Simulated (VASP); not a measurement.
Crystal: EuO.

```xyz
2
Lattice="0.0000 2.5720 2.5720 2.5720 0.0000 2.5720 2.5720 2.5720 0.0000" Properties=species:S:1:pos:R:3 pbc="T T T"
Eu    0.0000    0.0000    0.0000
O     2.5720    2.5720    2.5720
```

Base run:

| Property | Result |
| --- | --- |
| Program | VASP 6.6.1 |
| Functional | PBEsol |
| Potentials or basis | VASP PAW PBE potentials, release 64 (Eu, O) |
| Cutoff | 600 eV |
| k mesh | 7 × 7 × 7 |
| Occupations | methfessel-paxton, width 0.05 eV |
| Spin | collinear spin, ferromagnetic start |
| Starting moments | [7.0, 0.0] μB |
| Hubbard terms | Eu f U = 4.0 eV |

Its results: band gap on the k mesh zero (filled and empty bands overlap); pressure -5.5 GPa; net moment 7.00 μB per cell; site moments Eu +6.70; O -0.10 μB.

Problem. The run is repeated on the same cell with these changes: hubbard terms from Eu f U = 4.0 eV to none. What comes out?

Solution. Band gap on the k mesh zero (filled and empty bands overlap); pressure -9.5 GPa; net moment 6.97 μB per cell; site moments Eu +6.59; O -0.10 μB.

Caveats: the PAW data sets were made with another functional, which shifts forces and pressure a little; spin-orbit coupling is left out, which moves the levels of the heavy elements; a cell with one magnetic atom can't hold antiferromagnetic order, which such compounds often take; without U or exact exchange the open f shell lies at the Fermi level, which spoils levels, moments and volumes (some runs).
